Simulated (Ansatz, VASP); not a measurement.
# HgTe in VASP and in Ansatz

```
Hg Te
1.0
     0.00000    3.28672    3.28672
     3.28672    0.00000    3.28672
     3.28672    3.28672    0.00000
Hg Te
1 1
Direct
  0.00000 0.00000 0.00000
  0.75000 0.75000 0.75000
```

Change from the starting cell: volume scaled by 1.06, crystal datasets.

Alike in both runs: task electric field gradients; functional PBE; k mesh 11 × 11 × 11; occupations fermi-dirac, width 0.03 eV; no spin polarisation.

|  | VASP | Ansatz |
| --- | --- | --- |
| version | VASP 6.6.1 | Ansatz 0.2.0 |
| potentials or method | VASP PAW PBE potentials, release 64 (Hg, Te), cutoff 520 eV | all-electron PAW with datasets made for the crystal, scalar-relativistic |

```csv
,VASP,Ansatz,Ansatz less VASP
pressure (GPa),1.4,1.3,-0.05
```

Ansatz ran all-electron here, and VASP with PAW potentials.

Spin-orbit coupling is off throughout.
